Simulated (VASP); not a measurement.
# Rb (P6_3/mmc) in VASP: relaxation of cell and atoms with PBE

Aim: the relaxation of cell and atoms of Rb with PBE.

All numbers are computed with VASP 6.6.1; they aren't measurements. Logs are shortened: lines on timing, memory, paths and dates and some standing lists are left out, and cuts for length are marked.

**1. The cell of the first run**

It takes space group P6_3/mmc (No. 194, hexagonal). The conventional cell has a = 4.980 Å, b = 4.980 Å, c = 8.134 Å, α = 90.00°, β = 90.00°, γ = 120.00°.

This isn't the form of Rb at room conditions, which is bcc.

**2. Relaxation of cell and atoms, PBE**

Contents of INCAR:

```
SYSTEM = Rb
  PREC = Accurate
  ENCUT = 600
  EDIFF = 1E-6
  ISMEAR = 0
  SIGMA = 0.05
  LREAL = .False.
  LASPH = .True.
  NELM = 100
  ALGO = Fast
  ISIF = 3
  LWAVE = .False.
  LCHARG = .False.
  GGA = PE
  IBRION = 2
  NSW = 80
  EDIFFG = -0.03
```

Contents of KPOINTS:

```
regular mesh
0
Gamma
  6 6 4
  0 0 0
```

Contents of POSCAR:

```
Rb
1.0
    4.9797773258      0.0000000000      0.0000000000
   -2.4898886629      4.3126136693      0.0000000000
    0.0000000000      0.0000000000      8.1336362988
Rb
2
Direct
    0.3333333333      0.6666666667      0.7500000000
    0.6666666667      0.3333333333      0.2500000000
```

Potentials or basis: VASP PAW PBE potentials, release 64 (Rb_sv).

On the command line:

```console
$ cat potpaw_PBE.64/Rb_sv/POTCAR > POTCAR
$ mpirun -np 1 vasp_std > vasp.out
```

OUTCAR:

```text
SYSTEM = Rb
   PREC = Accurate
   ENCUT = 600
   EDIFF = 1E-6
   ISMEAR = 0
   LREAL = .False.
   LASPH = .True.
   NELM = 100
   ISIF = 3
   GGA = PE
   IBRION = 2
   NSW = 80
   EDIFFG = -0.03

 ion  position               nearest neighbor table
   1  0.333  0.667  0.750-   2 4.98   2 4.98   2 4.98   2 4.98   2 4.98   2 4.98
   2  0.667  0.333  0.250-   1 4.98   1 4.98   1 4.98   1 4.98   1 4.98   1 4.98

  LATTYP: Found a hexagonal cell.
 ALAT       =     4.9797773258
 C/A-ratio  =     1.6333333333

  Lattice vectors:

 A1 = (   4.9797773258,   0.0000000000,   0.0000000000)
 A2 = (  -2.4898886629,   4.3126136693,   0.0000000000)
 A3 = (   0.0000000000,   0.0000000000,   8.1336362988)

Analysis of symmetry for initial positions (statically):
=====================================================================
 Subroutine PRICEL returns:
 Original cell was already a primitive cell.

 Routine SETGRP: Setting up the symmetry group for a
 hexagonal supercell.

 Subroutine GETGRP returns: Found 24 space group operations
 (whereof 12 operations were pure point group operations)
 out of a pool of 24 trial point group operations.

The static configuration has the point symmetry D_3d.
 The point group associated with its full space group is D_6h.

Analysis of symmetry for dynamics (positions and initial velocities):
=====================================================================
 Subroutine PRICEL returns:
 Original cell was already a primitive cell.

 Routine SETGRP: Setting up the symmetry group for a
 hexagonal supercell.

 Subroutine GETGRP returns: Found 24 space group operations
 (whereof 12 operations were pure point group operations)
 out of a pool of 24 trial point group operations.

The dynamic configuration has the point symmetry D_3d.
 The point group associated with its full space group is D_6h.

 Subroutine INISYM returns: Found 24 space group operations
 (whereof 12 operations are pure point group operations),
 and found     1 'primitive' translations

----------------------------------------------------------------------------------------

                                     Primitive cell

  volume of cell :     174.6768

  direct lattice vectors                    reciprocal lattice vectors
     4.979777326  0.000000000  0.000000000     0.200812192  0.115938973  0.000000000
    -2.489888663  4.312613669  0.000000000     0.000000000  0.231877946  0.000000000
     0.000000000  0.000000000  8.133636299     0.000000000  0.000000000  0.122946240

  length of vectors
     4.979777326  4.979777326  8.133636299     0.231877946  0.231877946  0.122946240

  position of ions in fractional coordinates (direct lattice)
     0.333333333  0.666666667  0.750000000
     0.666666667  0.333333333  0.250000000

  ion indices of the primitive-cell ions
   primitive index   ion index
                 1           1
                 2           2

----------------------------------------------------------------------------------------

 KPOINTS: regular mesh

Automatic generation of k-mesh.
 Grid dimensions read from file:
 generate k-points for:    6    6    4

 Generating k-lattice:

  Cartesian coordinates                     Fractional coordinates (reciprocal lattice)
     0.033468699  0.019323162  0.000000000     0.166666667  0.000000000  0.000000000
     0.000000000  0.038646324  0.000000000     0.000000000  0.166666667  0.000000000
     0.000000000  0.000000000  0.030736560     0.000000000  0.000000000  0.250000000

  Length of vectors
     0.038646324  0.038646324  0.030736560

  Shift w.r.t. Gamma in fractional coordinates (k-lattice)
     0.000000000  0.000000000  0.000000000

 Subroutine IBZKPT returns following result:
 ===========================================

 Found     21 irreducible k-points:

 Following reciprocal coordinates:
            Coordinates               Weight
  0.000000  0.000000  0.000000      1.000000
  0.166667  0.000000  0.000000      6.000000
  0.333333  0.000000  0.000000      6.000000
  0.500000  0.000000  0.000000      3.000000
  0.166667  0.166667  0.000000      6.000000
  0.333333  0.166667  0.000000     12.000000
[... 13 lines left out ...]
  0.333333  0.166667  0.500000     12.000000
  0.333333  0.333333  0.500000      2.000000
   k-points           NKPTS =     21   k-points in BZ     NKDIM =     21   number of bands    NBANDS=     13
   number of dos      NEDOS =    301   number of ions     NIONS =      2
   total plane-waves  NPLWV = 112000
   dimension x,y,z NGX =    40 NGY =   40 NGZ =   70
   dimension x,y,z NGXF=    80 NGYF=   80 NGZF=  140
   ions per type =               2
   NGX,Y,Z   is equivalent  to a cutoff of  13.35, 13.35, 14.31 a.u.
   NGXF,Y,Z  is equivalent  to a cutoff of  26.71, 26.71, 28.62 a.u.
 SYSTEM =  Rb
   PREC   = accura    normal or accurate (medium, high low for compatibility)
   ISTART =      0    job   : 0-new  1-cont  2-samecut
   ICHARG =      2    charge: 1-file 2-atom 10-const
   ISPIN  =      1    spin polarized calculation?
   LNONCOLLINEAR =      F non collinear calculations
   LSORBIT =      F    spin-orbit coupling
   LASPH  =      T    aspherical Exc in radial PAW
   ENCUT  =  600.0 eV  44.10 Ry    6.64 a.u.   9.95  9.95 16.24*2*pi/ulx,y,z
   NELM   =    100;   NELMIN=  2; NELMDL= -5     # of ELM steps
   EDIFF  = 0.1E-05   stopping-criterion for ELM
   LREAL  =      F    real-space projection
   EDIFFG = -.3E-01   stopping-criterion for IOM
   NSW    =     80    number of steps for IOM
   IBRION =      2    ionic relax: 0-MD 1-quasi-New 2-CG
   NFREE  =      1    steps in history (QN), initial steepest desc. (CG)
   ISIF   =      3    stress and relaxation
   ISYM   =      2    0-nonsym 1-usesym 2-fastsym
   POTIM  = 0.5000    time-step for ionic-motion
   TEBEG  =    0.0;   TEEND  =   0.0 temperature during run
   PSTRESS=    0.0 pullay stress
   NELECT =      18.0000    total number of electrons
   NUPDOWN=      -1.0000    fix difference up-down
   EMIN   =  10.00;   EMAX   =-10.00  energy-range for DOS
   EFERMI =   0.00;   METHOD = LEGACY
   ISMEAR =     0;   SIGMA  =   0.05  broadening in eV -4-tet -1-fermi 0-gaus
   EFERMI_NEDOS =   21; number of points for ismear=-14 and -15
   IALGO  =     68    algorithm
   IMIX   =      4    mixing-type and parameters
     AMIX     =   0.40;   BMIX     =  1.00
     AMIX_MAG =   1.60;   BMIX_MAG =  1.00
  volume/ion in A,a.u.               =      87.34       589.39
  Fermi-wavevector in a.u.,A,eV,Ry     =   0.767516  1.450394  8.014924  0.589080
  Thomas-Fermi vector in A             =   1.868089
   LORBIT       =      0    0 simple, 1 ext, 2 COOP (PROOUT), +10 PAW based schemes
   GGA     = PE    functional components
   LHFCALC =     F    Hartree Fock is set to
   AEXX    =    0.0000 exact exchange contribution
   IVDW    =     0    specifies the selected vdW correction
   LEPSILON=     F    determine dielectric tensor
   LRPA    =     F    only Hartree local field effects (RPA)
 conjugate gradient relaxation of ions
 non-spin polarized calculation
 RMM-DIIS sequential band-by-band and
 Gauss-broadening in eV      SIGMA  =   0.05
  energy-cutoff  :      600.00
  volume of cell :      174.68
 maximum number of plane-waves:      5847
 NGX is ok and might be reduce to    40
   NGX = 19   NGY = 19   NGZ = 33

--------------------------------------- Ionic step        1  -------------------------------------------

 number of electron      18.0000000 magnetization

 Free energy of the ion-electron system (eV)
  ---------------------------------------------------
  ext. energy  EPLUGINS =         0.00000000
  ---------------------------------------------------
  free energy    TOTEN  =        -1.87241439 eV

  energy without entropy =       -1.87133382  energy(sigma->0) =       -1.87187410

------------------------ aborting loop because EDIFF is reached ----------------------------------------

  FORCE on cell =-STRESS in cart. coord.  units (eV):
  Direction    XX          YY          ZZ          XY          YZ          ZX
  --------------------------------------------------------------------------------------
  -------------------------------------------------------------------------------------
  Total        0.2307687      0.2307687      0.0103502      0.0000000      0.0000000      0.0000000
  in kB        2.1166659      2.1166659      0.0949344      0.0000000      0.0000000      0.0000000
  external PRESSURE =       1.4427554 kB  Pullay stress =       0.0000000 kB
[... 21 lines left out ...]
  energy  without entropy=       -1.8713338167  energy(sigma->0) =       -1.87187410

--------------------------------------- Ionic step        2  -------------------------------------------

 number of electron      18.0000000 magnetization

 E-fermi :   0.0216     XC(G=0):  -5.5375

 val. band max:       -0.0393614536   @ k =   0.3333   0.1667   0.2500
 cond. band min:       0.1117545564   @ k =   0.5000   0.0000   0.0000
 fundamental gap:      0.1511160100
 Fermi energy:         0.0215966629

 k-point     1 :       0.0000    0.0000    0.0000
  band No.  band energies     occupation
      1     -28.8017      2.00000
      2     -28.7972      2.00000
      3     -12.9476      2.00000
      4     -12.8573      2.00000
      5     -12.8573      2.00000
      6     -12.8426      2.00000
      7     -12.8426      2.00000
      8     -12.8415      2.00000
      9      -1.9333      2.00000
     10       0.2197      0.00000
     11       0.7697      0.00000
     12       3.5658      0.00000
     13       3.5681      0.00000
[... 351 lines left out ...]
  energy  without entropy=       -1.8735856104  energy(sigma->0) =       -1.87412873

--------------------------------------- Ionic step        3  -------------------------------------------

 number of electron      18.0000000 magnetization

 Free energy of the ion-electron system (eV)
  ---------------------------------------------------
  ext. energy  EPLUGINS =         0.00000000
  ---------------------------------------------------
  free energy    TOTEN  =        -1.87801823 eV

  energy without entropy =       -1.87690714  energy(sigma->0) =       -1.87746268

 E-fermi :  -0.0683     XC(G=0):  -5.4557

 val. band max:       -0.1290647508   @ k =   0.3333   0.1667   0.2500
 cond. band min:       0.0147060544   @ k =   0.5000   0.0000   0.0000
 fundamental gap:      0.1437708052
 Fermi energy:        -0.0683042537

 k-point     1 :       0.0000    0.0000    0.0000
  band No.  band energies     occupation
      1     -28.8956      2.00000
      2     -28.8915      2.00000
      3     -13.0359      2.00000
      4     -12.9545      2.00000
      5     -12.9545      2.00000
      6     -12.9401      2.00000
      7     -12.9401      2.00000
      8     -12.9380      2.00000
      9      -1.9649      2.00000
     10       0.1881      0.00000
     11       0.7186      0.00000
     12       3.4317      0.00000
     13       3.4344      0.00000
[... 347 lines left out ...]
  FREE ENERGIE OF THE ION-ELECTRON SYSTEM (eV)
  ---------------------------------------------------
  free  energy   TOTEN  =        -1.8780182275 eV

  energy  without entropy=       -1.8769071355  energy(sigma->0) =       -1.87746268

 reached required accuracy - stopping structural energy minimisation
```

Run time: 2.6 min. Hardware: 1 thread of Intel Xeon Platinum 8559C (Emerald Rapids), shared host; peak memory 0.34 GiB.

What came out:

| Quantity | Value |
| --- | --- |
| Free energy | -1.8780 eV |
| Relaxed volume | 91.36 Å³/atom |
| Relaxed cell | a = 5.091 Å, b = 5.091 Å, c = 8.142 Å, α = 90.00°, β = 90.00°, γ = 120.00° |
| Space group after relaxing (to 0.1 Å) | P6_3/mmc (No. 194) |
| Energy gained by relaxing | 2.8 meV/atom |
| Ionic steps | 3 |
| Pressure after relaxing | 0.0 GPa |
| Band gap on the k mesh | zero (bands 9 and 10 overlap by 2.32 eV) |

The path:
```tsv
step	energy change (eV)	largest force (eV/Å)	pressure (GPa)	volume (Å³)
1	0.0000	0.0000	0.14	174.68
2	-0.0023	0.0000	0.11	176.67
3	-0.0056	0.0000	0.01	182.72
```

Final structure:
```yaml
crystal:
  lattice:
    - [5.09066, 0.00000, 0.00000]
    - [-2.54533, 4.40864, 0.00000]
    - [0.00000, 0.00000, 8.14176]
  atoms:
    - { symbol: Rb, position: [0.33333, 0.66667, 0.75000] }
    - { symbol: Rb, position: [0.66667, 0.33333, 0.25000] }
```
